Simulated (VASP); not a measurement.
A run of VASP 6.6.1:

Contents of POSCAR:

```
Mn2B
1.0
   -2.5740000000      2.5740000000      2.1040000000
    2.5740000000     -2.5740000000      2.1040000000
    2.5740000000      2.5740000000     -2.1040000000
Mn B
4 2
Direct
    0.6630000000      0.1630000000      0.8260000000
    0.1630000000      0.3370000000      0.5000000000
    0.3370000000      0.8370000000      0.1740000000
    0.8370000000      0.6630000000      0.5000000000
    0.2500000000      0.2500000000      0.0000000000
    0.7500000000      0.7500000000      0.0000000000
```

Contents of INCAR.step1:

```
SYSTEM = Mn2B
PREC = Accurate
ENCUT = 520
ISMEAR = -1
SIGMA = 0.05
LREAL = .False.
LASPH = .True.
NELM = 150
ISPIN = 2
MAGMOM = 4.5 4.5 4.5 4.5 0 0
LMAXMIX = 4
NBANDS = 42
GGA = PE
ALGO = Normal
EDIFF = 1E-4
LWAVE = .True.
LCHARG = .False.
```

File INCAR.step2:

```
SYSTEM = Mn2B
PREC = Accurate
ENCUT = 520
EDIFF = 1E-7
ISMEAR = -1
SIGMA = 0.05
LREAL = .False.
LASPH = .True.
NELM = 150
ALGO = Normal
ISIF = 2
LWAVE = .False.
LCHARG = .False.
ISPIN = 2
MAGMOM = 4.5 4.5 4.5 4.5 0 0
LORBIT = 11
LMAXMIX = 4
METAGGA = R2SCAN
LMIXTAU = .True.
NBANDS = 42
ISTART = 1
```

KPOINTS

```
regular mesh
0
Gamma
  7 7 7
  0 0 0
```

Potentials or basis: VASP PAW PBE potentials, release 64 (Mn_pv, B).

The run is started by

```bash
$ cat potpaw_PBE.64/Mn_pv/POTCAR potpaw_PBE.64/B/POTCAR > POTCAR
$ cp INCAR.step1 INCAR
$ mpirun -np 1 vasp_std > vasp.out
$ cp INCAR.step2 INCAR
$ mpirun -np 1 vasp_std > vasp.out
```

Hardware: 1 thread of Oxide Virtual Turin-like Processor, with other jobs on the host.

Question: How long does it take, and how much memory?

Answer: Run time: 28 min on 1 thread of Oxide Virtual Turin-like Processor (shared host), peak memory 0.26 GiB. Counts: k points 40.
